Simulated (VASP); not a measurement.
# SiF (Pm-3m) in VASP: notebook, part 2 of 2

VASP 6.6.1. The steps go on from the part before.

## Step 5: Single point, PBEsol+D3(BJ)

This run uses another cell than the first one, of 13.24 Å³/atom, 0.953 times its volume.

Input file INCAR:

```
SYSTEM = SiF
PREC = Accurate
ENCUT = 520
EDIFF = 1E-6
ISMEAR = -1
SIGMA = 0.05
LREAL = .False.
LASPH = .True.
NELM = 80
ALGO = Normal
ISIF = 2
LWAVE = .False.
LCHARG = .False.
GGA = PS
IVDW = 12
NBANDS = 12
```

Input file KPOINTS:

```
regular mesh
0
Gamma
  9 9 9
  0 0 0
```

Input file POSCAR:

```
SiF
1.0
    2.9802656092      0.0000000000      0.0000000000
    0.0000000000      2.9802656092      0.0000000000
    0.0000000000      0.0000000000      2.9802656092
Si F
1 1
Direct
    0.5000000000      0.5000000000      0.5000000000
    0.0000000000      0.0000000000      0.0000000000
```

Potentials or basis: VASP PAW PBE potentials, release 64 (Si, F).

Launch:

```bash
$ cat potpaw_PBE.64/Si/POTCAR potpaw_PBE.64/F/POTCAR > POTCAR
$ mpirun -np 1 vasp_std > vasp.out
```

OUTCAR:

```text
SYSTEM = SiF
   PREC = Accurate
   ENCUT = 520
   EDIFF = 1E-6
   ISMEAR = -1
   LREAL = .False.
   LASPH = .True.
   NELM = 80
   ISIF = 2
   GGA = PS
   IVDW = 12
 IVDW          = 12

 ion  position               nearest neighbor table
   1  0.500  0.500  0.500-
   2  0.000  0.000  0.000-

  LATTYP: Found a simple cubic cell.
 ALAT       =     2.9802656092

  Lattice vectors:

 A1 = (   2.9802656092,   0.0000000000,   0.0000000000)
 A2 = (   0.0000000000,   2.9802656092,   0.0000000000)
 A3 = (   0.0000000000,   0.0000000000,   2.9802656092)

Analysis of symmetry for initial positions (statically):
=====================================================================
 Subroutine PRICEL returns:
 Original cell was already a primitive cell.

 Routine SETGRP: Setting up the symmetry group for a
 simple cubic supercell.

 Subroutine GETGRP returns: Found 48 space group operations
 (whereof 48 operations were pure point group operations)
 out of a pool of 48 trial point group operations.

The static configuration has the point symmetry O_h .

Analysis of symmetry for dynamics (positions and initial velocities):
=====================================================================
 Subroutine PRICEL returns:
 Original cell was already a primitive cell.

 Routine SETGRP: Setting up the symmetry group for a
 simple cubic supercell.

 Subroutine GETGRP returns: Found 48 space group operations
 (whereof 48 operations were pure point group operations)
 out of a pool of 48 trial point group operations.

The dynamic configuration has the point symmetry O_h .

 Subroutine INISYM returns: Found 48 space group operations
 (whereof 48 operations are pure point group operations),
 and found     1 'primitive' translations

----------------------------------------------------------------------------------------

                                     Primitive cell

  volume of cell :      26.4707

  direct lattice vectors                    reciprocal lattice vectors
[... 115 lines left out ...]
   IVDW    =    12    specifies the selected vdW correction
   LEPSILON=     F    determine dielectric tensor
   LRPA    =     F    only Hartree local field effects (RPA)
 non-spin polarized calculation
  energy-cutoff  :      520.00
  volume of cell :       26.47
 maximum number of plane-waves:       739
 NGX is ok and might be reduce to    24
   NGX = 11   NGY = 11   NGZ = 11

 number of electron      11.0000001 magnetization

 Free energy of the ion-electron system (eV)
  ---------------------------------------------------
  ext. energy  EPLUGINS =         0.00000000
  ---------------------------------------------------
  free energy    TOTEN  =        -8.38365107 eV

  energy without entropy =       -8.36689912  energy(sigma->0) =       -8.37527510

 E-fermi :   6.2850     XC(G=0): -10.6944

 val. band max:        6.2546034260   @ k =   0.3333   0.2222   0.0000
 cond. band min:       6.2875778583   @ k =   0.4444   0.4444   0.4444
 fundamental gap:      0.0329744323
 Fermi energy:         6.2849811613

 k-point     1 :       0.0000    0.0000    0.0000
  band No.  band energies     occupation
      1     -18.0878      2.00000
      2      -2.7869      2.00000
      3       0.7732      2.00000
      4       0.7732      2.00000
      5       0.7732      2.00000
      6      11.7329      0.00000
      7      11.7329      0.00000
      8      11.7329      0.00000
      9      11.9525      0.00000
     10      11.9525      0.00000
     11      23.0666      0.00000
     12      23.5531      0.00000
[... 331 lines left out ...]
 k-point    24 :       0.4444    0.3333    0.1111
  band No.  band energies     occupation
      1     -17.6412      2.00000
      2      -2.2859      2.00000
      3      -0.8296      2.00000
      4       1.0503      2.00000
      5       2.1171      2.00000
      6       6.3548      0.39690
      7       7.4379      0.00000
      8      11.5571      0.00000
      9      14.1271      0.00000
     10      17.9246      0.00000
     11      18.8627      0.00000
     12      19.2857      0.00000

 [... further k-points ...]

------------------------ aborting loop because EDIFF is reached ----------------------------------------

 Edisp (eV)   -0.41612

 E8    (eV) :    -0.2488

  FORCE on cell =-STRESS in cart. coord.  units (eV):
  Direction    XX          YY          ZZ          XY          YZ          ZX
  --------------------------------------------------------------------------------------
  -------------------------------------------------------------------------------------
  Total      -0.05052    -0.05052    -0.05052    -0.00000     0.00000     0.00000
  in kB      -3.05792    -3.05792    -3.05792    -0.00000     0.00000     0.00000
  external pressure =       -3.06 kB  Pullay stress =        0.00 kB

 VOLUME and BASIS-vectors are now :
 -----------------------------------------------------------------------------
  energy-cutoff  :      520.00
  volume of cell :       26.47
      direct lattice vectors                 reciprocal lattice vectors
     2.980265609  0.000000000  0.000000000     0.335540563  0.000000000  0.000000000
     0.000000000  2.980265609  0.000000000     0.000000000  0.335540563  0.000000000
     0.000000000  0.000000000  2.980265609     0.000000000  0.000000000  0.335540563

 POSITION                                       TOTAL-FORCE (eV/Angst)
 -----------------------------------------------------------------------------------
      1.49013      1.49013      1.49013         0.000000      0.000000      0.000000
      0.00000      0.00000      0.00000         0.000000      0.000000      0.000000
 -----------------------------------------------------------------------------------
    total drift:                               -0.000000      0.000000      0.000000

  FREE ENERGIE OF THE ION-ELECTRON SYSTEM (eV)
  ---------------------------------------------------
  free  energy   TOTEN  =        -8.7997728523 eV

  energy  without entropy=       -8.7830209035  energy(sigma->0) =       -8.79139688
```

OSZICAR:

```text
N       E                     dE             d eps       ncg     rms          rms(c)
DAV:   1     0.215341379336E+02    0.21534E+02   -0.48562E+03   864   0.772E+02
DAV:   2    -0.803117463441E+01   -0.29565E+02   -0.28038E+02  1080   0.139E+02
DAV:   3    -0.899115158515E+01   -0.95998E+00   -0.95032E+00  1028   0.207E+01
DAV:   4    -0.899388242841E+01   -0.27308E-02   -0.27307E-02   920   0.142E+00
DAV:   5    -0.899389398847E+01   -0.11560E-04   -0.11560E-04  1016   0.907E-02    0.463E+00
DAV:   6    -0.845180960202E+01    0.54208E+00   -0.46172E+00   856   0.154E+01    0.247E+00
DAV:   7    -0.839460080229E+01    0.57209E-01   -0.38054E-01   896   0.433E+00    0.805E-01
DAV:   8    -0.838417174451E+01    0.10429E-01   -0.59255E-02   872   0.187E+00    0.153E-01
DAV:   9    -0.838361096130E+01    0.56078E-03   -0.19719E-03   900   0.303E-01    0.606E-02
DAV:  10    -0.838364715082E+01   -0.36190E-04   -0.58427E-05  1040   0.583E-02    0.249E-02
DAV:  11    -0.838365117745E+01   -0.40266E-05   -0.18048E-05   920   0.385E-02    0.221E-03
DAV:  12    -0.838365107193E+01    0.10552E-06   -0.90436E-07   528   0.645E-03
   1 F= -.87997729E+01 E0= -.87913969E+01  d E =-.167519E-01
```

stdout:

```text
POSCAR found type information on POSCAR SiF
 POSCAR found :  2 types and       2 ions
 scaLAPACK will be used
 -----------------------------------------------------------------------------
|                                                                             |
|                                                                             |
|     You enforced a specific xc type in the INCAR file but a different       |
|     I HOPE YOU KNOW WHAT YOU ARE DOING!                                     |
|                                                                             |
 -----------------------------------------------------------------------------

 LDA part: xc-table for (Slater+PW92), standard interpolation
 POSCAR, INCAR and KPOINTS ok, starting setup
 FFT: planning ... GRIDC
 FFT: planning ... GRID_SOFT
 FFT: planning ... GRID
 WAVECAR not read
 entering main loop
```

Run time: 3.5 s. Hardware: 1 thread of Intel Xeon 6975P-C (Granite Rapids), shared host; peak memory 0.14 GiB.

Results:

| Item | Value |
| --- | --- |
| Free energy | -8.7998 eV |
| Pressure | -0.3 GPa |
| Dispersion energy per atom | -0.208 eV |

Levels at points of the mesh, in eV from the Fermi level:
| k point | band 2 | band 3 | band 4 | band 5 | band 6 | band 7 | band 8 | band 9 |
| --- | --- | --- | --- | --- | --- | --- | --- | --- |
| (0.00, 0.00, 0.00) | -9.07 | -5.51 | -5.51 | -5.51 | 5.45 | 5.45 | 5.45 | 5.67 |

Caveat: three body term missing; the PAW data sets were made with another functional, which shifts forces and pressure a little; an odd number of electrons without spin polarisation forces a metal; a magnetic or distorted state may lie lower; pairwise dispersion overbinds metals, which lowers pressure and volume.

## Step 6: Summary

| level | cell | k mesh | smearing | grid for exact exchange (PRECFOCK) | screening parameter | gap on the mesh (eV) | pressure (GPa) |
| --- | --- | --- | --- | --- | --- | --- | --- |
| HSE06 | a = 3.029 Å, 2 atoms | 5 × 5 × 5 | gaussian 0.005 eV | Normal | 0.2079 1/Å | none | -2.0 |
| PBEsol | a = 2.982 Å, 2 atoms | 9 × 9 × 9 | fermi-dirac 0.05 eV | - | - | none | -0.2 |
| PBEsol+D3(BJ) | a = 2.979 Å, 2 atoms | 9 × 9 × 9 | fermi-dirac 0.05 eV | - | - | none | -0.2 |
| PBEsol+D3(BJ) | a = 2.980 Å, 2 atoms | 9 × 9 × 9 | fermi-dirac 0.05 eV | - | - | none | -0.3 |

Alike in all rows: task single point; potentials or basis VASP PAW PBE potentials, release 64 (Si, F); no spin polarisation; cutoff (eV) 520.

Caveats: some runs use coarse meshes; the PAW data sets were made with another functional, which shifts forces and pressure a little; an odd number of electrons without spin polarisation forces a metal; a magnetic or distorted state may lie lower; pairwise dispersion overbinds metals, which lowers pressure and volume (some runs); three body term missing (some runs).

Absolute energies hang on the potentials; compare differences alone.
